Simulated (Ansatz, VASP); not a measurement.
## One calculation of Pd, two programs

The input POSCAR:

```
Pd
1.0
    3.0873363060      0.0000000000      0.0000000000
    0.0000000000      3.0873363060      0.0000000000
    0.0000000000      0.0000000000      3.0873363060
Pd
2
Direct
    0.0000000000      0.0000000000      0.0000000000
    0.5000000000      0.5000000000      0.5000000000
```

File INCAR.step1:

```
SYSTEM = Pd
ALGO     = Normal         ! electronic algorithm
EDIFF    = 1E-4           ! SCF threshold, eV
ENCUT    = 600            ! plane-wave cutoff, eV
GGA      = PE             ! functional
ISMEAR   = -1             ! smearing method
ISPIN    = 2              ! spin polarisation
LASPH    = .True.         ! aspherical terms in the spheres
LCHARG   = .False.        ! write CHGCAR
LMAXMIX  = 4              ! l up to which the mixer works
LREAL    = .False.        ! projectors in reciprocal space
LWAVE    = .True.         ! write WAVECAR
MAGMOM   = 0.5 -0.5       ! initial moments
NELM     = 150            ! most SCF steps
PREC     = Accurate       ! precision mode
SIGMA    = 0.05           ! smearing width, eV
```

Contents of INCAR.step2:

```
SYSTEM = Pd
ALGO     = Normal         ! electronic algorithm
EDIFF    = 1E-6           ! SCF threshold, eV
EDIFFG   = -0.01          ! ionic threshold
ENCUT    = 600            ! plane-wave cutoff, eV
IBRION   = 2              ! ionic algorithm
ISIF     = 3              ! what is computed and relaxed
ISMEAR   = -1             ! smearing method
ISPIN    = 2              ! spin polarisation
ISTART   = 1            
LASPH    = .True.         ! aspherical terms in the spheres
LCHARG   = .False.        ! write CHGCAR
LMAXMIX  = 4              ! l up to which the mixer works
LMIXTAU  = .True.       
LORBIT   = 11             ! projections on sites
LREAL    = .False.        ! projectors in reciprocal space
LWAVE    = .False.        ! write WAVECAR
MAGMOM   = 0.5 -0.5       ! initial moments
METAGGA  = R2SCAN         ! meta-GGA
NELM     = 150            ! most SCF steps
NSW      = 80             ! ionic steps
PREC     = Accurate       ! precision mode
SIGMA    = 0.05           ! smearing width, eV
```

The input KPOINTS:

```
k-points
0
Gamma
  10 10 10
  0 0 0
```

Input for Ansatz:

```yaml
crystal:
  lattice:
    - [3.087336306, 0.0, 0.0]
    - [0.0, 3.087336306, 0.0]
    - [0.0, 0.0, 3.087336306]
  atoms:
    - { symbol: Pd, position: [0.0, 0.0, 0.0], spin: 0.5 }
    - { symbol: Pd, position: [0.5, 0.5, 0.5], spin: -0.5 }
hamiltonian:
  xc: r2scan
  pseudopotentials:
    kind: paw
    azcp:
      Pd: "pseudopotentials/Pd.paw.azcp"
basis:
  ecutwfc: 500
  fft_grid_basis: typed
kpoints:
  mp_grid: { grid: [10, 10, 10], shift: [0, 0, 0] }
magnetization:
  spin_polarized: true
scf:
  occupations: { method: fermi_dirac, width: 0.05 }
relax:
  max_steps: 60
  f_tol: 0.01
  cell: {}
```

Alike in both runs: task relaxation of cell and atoms; functional r2SCAN; k mesh 10 × 10 × 10; occupations fermi-dirac, width 0.05 eV; collinear spin.

```csv
,VASP,Ansatz
version,VASP 6.6.1,Ansatz 0.2.0
potentials or method,"VASP PAW PBE potentials, release 64 (Pd), cutoff 600 eV","plane waves (500 eV) with PAW, scalar-relativistic"
valence electrons in the cell,20,36
```

Ansatz gave:

- net moment per atom (μB): 0.00
- relaxed volume (Å³/atom): 15.03
- relaxed length of the cell vector where the two differ most in proportion (Å): 3.109

Estimate VASP's values.

net moment per atom (μB): 0.00; relaxed volume (Å³/atom): 15.08; relaxed length of the cell vector where the two differ most in proportion (Å): 3.113.

VASP's potentials were made for PBE, not for r2SCAN. VASP's potentials hold 20 valence electrons a cell and Ansatz's 36, so a difference there can come from the potentials and not from the codes. Ansatz's warnings: seeded moment not kept.
